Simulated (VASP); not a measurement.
Write the native input for VASP 6.6.1 that does the following.

* Task: relaxation of cell and atoms
* Functional: PBE
* Potentials or basis: VASP PAW PBE potentials, release 64 (Ni)
* Cutoff: 600 eV
* k mesh: 26 × 26 × 26
* Occupations: gaussian, width 0.1 eV
* Spin: no spin polarisation
* Dipole correction: no
* Further INCAR settings: ALGO = Fast; EDIFF = 1e-07; IBRION = 2; EDIFFG = -0.01; NSW = 100; ISIF = 3

The structure of Ni lies in POSCAR:

```
Ni
1.0
    0.0000000000      1.7567135992      1.7567135992
    1.7567135992      0.0000000000      1.7567135992
    1.7567135992      1.7567135992      0.0000000000
Ni
1
Direct
    0.5000000000      0.5000000000      0.5000000000
```

One way to write it, as run:

INCAR

```
ALGO     = Fast           # electronic algorithm
EDIFF    = 1E-7           # SCF threshold, eV
EDIFFG   = -0.01          # ionic threshold
ENCUT    = 600            # plane-wave cutoff, eV
GGA      = PE             # functional
IBRION   = 2              # ionic algorithm
ISIF     = 3              # what is computed and relaxed
ISMEAR   = 0              # smearing method
LASPH    = T              # aspherical terms in the spheres
LCHARG   = F              # write CHGCAR
LREAL    = F              # projectors in reciprocal space
LWAVE    = F              # write WAVECAR
NELM     = 60             # most SCF steps
NSW      = 100            # ionic steps
PREC     = Accurate       # precision mode
SIGMA    = 0.1            # smearing width, eV
```

KPOINTS

```
k-points
0
Gamma
  26 26 26
```

Potentials or basis: VASP PAW PBE potentials, release 64 (Ni).

Launch:

```sh
$ cat potpaw_PBE.64/Ni/POTCAR > POTCAR
$ mpirun -np 1 vasp_std > vasp.out
```

Results of the run:

| Item | Value |
| --- | --- |
| Relaxed volume | 10.82 Å³/atom |
| Relaxed cell | a = 2.483 Å, b = 2.483 Å, c = 2.483 Å, α = 60.00°, β = 60.00°, γ = 60.00° |
| Space group after relaxing (to 0.05 Å) | Fm-3m (No. 225) |
| Energy gained by relaxing | 0.0 meV/atom |
| Ionic steps | 3 |
| Pressure after relaxing | 0.0 GPa |
| Band gap on the k mesh | zero (band 5 reaches 9.44 eV, above the bottom of band 6 at 8.47 eV) |

Caveat: the run has no spin polarisation, though such a crystal can be magnetic.

It took 74 s on 1 thread of Intel(R) Xeon(R) Platinum 8375C CPU @ 2.90GHz (Ice Lake), on a shared host, peak memory 0.19 GiB.
